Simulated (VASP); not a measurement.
Wanted: the native input for a VASP 6.6.1 run.

| Quantity | Value |
| --- | --- |
| Task | single point |
| Functional | RPBE |
| Potentials or basis | VASP PAW PBE potentials, release 64 (Hf_pv) |
| Cutoff | 500 eV |
| k mesh | 5 × 5 × 3 |
| Occupations | fermi-dirac, width 0.3 eV |
| Spin | no spin polarisation |
| Dipole correction | no |
| Further INCAR settings | ALGO = Normal; EDIFF = 1e-06; NBANDS = 17 |

The structure of Hf lies in POSCAR:

```
Hf
1.0
    3.1967000000      0.0000000000      0.0000000000
   -1.5983500000      2.7684234083      0.0000000000
    0.0000000000      0.0000000000      5.0578000000
Hf
2
Direct
    0.3333330000      0.6666670000      0.2500000000
    0.6666670000      0.3333330000      0.7500000000
```

One way to write it, as run:

INCAR

```
SYSTEM = Hf
  ALGO = Normal
  EDIFF = 1E-6
  ENCUT = 500
  GGA = RP
  GGA_COMPAT = .False.
  ISIF = 2
  ISMEAR = -1
  LASPH = .True.
  LCHARG = .False.
  LREAL = .False.
  LWAVE = .False.
  NBANDS = 17
  NELM = 120
  PREC = Accurate
  SIGMA = 0.3
```

KPOINTS

```
k-points
0
Gamma
  5 5 3
  0 0 0
```

Potentials or basis: VASP PAW PBE potentials, release 64 (Hf_pv).

Command:

```console
$ cat potpaw_PBE.64/Hf_pv/POTCAR > POTCAR
$ mpirun -np 1 vasp_std > vasp.out
```

Results of the run:

```yaml
Pressure: 4.0 GPa
Band_gap_on_the_k_mesh: zero (band 10 reaches 6.22 eV, above the bottom of band 11 at 4.93 eV)
```

Caveat: the k points lie up to 0.45 Å⁻¹ apart; the PAW data sets were made with another functional, which shifts forces and pressure a little; spin-orbit coupling is left out, which moves the levels of the heavy elements.

Run time: 8.3 s on 1 thread of Intel(R) Xeon(R) Platinum 8375C CPU @ 2.90GHz (Ice Lake), with other jobs on the host, peak memory 0.15 GiB.
